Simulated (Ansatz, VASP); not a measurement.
**One calculation of Ca, two programs**

```xyz
1
Lattice="0.0000 2.7175 2.7175 2.7175 0.0000 2.7175 2.7175 2.7175 0.0000" Properties=species:S:1:pos:R:3 pbc="T T T"
Ca    0.0000    0.0000    0.0000
```

Alike in both runs: functional PBE; dispersion D3(BJ); k mesh 14 × 14 × 14; occupations gaussian, width 0.1 eV; no spin polarisation.

Ansatz relaxed the structure, and its values are those at the end. VASP's run is a single point on that final structure, the one shown.

|  | VASP | Ansatz |
| --- | --- | --- |
| version | VASP 6.6.1 | Ansatz 0.2.0 |
| potentials or method | VASP PAW PBE potentials, release 64 (Ca_sv), cutoff 520 eV | scalar-relativistic, plane waves, PAW |
| valence electrons in the cell | 10 | 10 |

|  | VASP | Ansatz | Ansatz less VASP |
| --- | --- | --- | --- |
| gap on the k mesh at the Fermi level (eV) | none | none | - |
| pressure (GPa) | 0.0 | 0.0 | -0.01 |

A gap of «none» marks a metal or a gap that the smearing closes.
